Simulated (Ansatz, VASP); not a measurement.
Two plane-wave programs on Ag

```
Ag
1.0
     2.93000    0.00000    0.00000
    -1.46500    2.53745    0.00000
     0.00000    0.00000    4.79000
Ag
2
Direct
  0.33333 0.66667 0.25000
  0.66667 0.33333 0.75000
```

Alike in both runs: task single point; functional PBEsol; k mesh 18 × 18 × 10; occupations gaussian, width 0.15 eV; no spin polarisation.

|  | VASP | Ansatz |
| --- | --- | --- |
| version | VASP 6.6.1 | Ansatz 0.2.0 |
| potentials or method | VASP PAW PBE potentials, release 64 (Ag), cutoff 520 eV | scalar-relativistic, plane waves, PAW |
| valence electrons in the cell | 22 | 38 |

Ansatz gave:

| Property | Result |
| --- | --- |
| gap on the k mesh at the Fermi level (eV) | none |
| pressure (GPa) | -6.3 |
| traceless stress, the component that is largest in VASP (GPa) | 0.11 |

Problem. Estimate VASP's values.

Solution. gap on the k mesh at the Fermi level (eV): none; pressure (GPa): -6.4; traceless stress, the component that is largest in VASP (GPa): 0.10.

VASP's potentials were made for PBE, not for PBEsol. A gap of «none» marks a metal or a gap that the smearing closes. The functional is the same, so the differences come from potentials, cutoffs and numerics. VASP's potentials hold 22 valence electrons a cell and Ansatz's 38, so a difference there can come from the potentials and not from the codes.
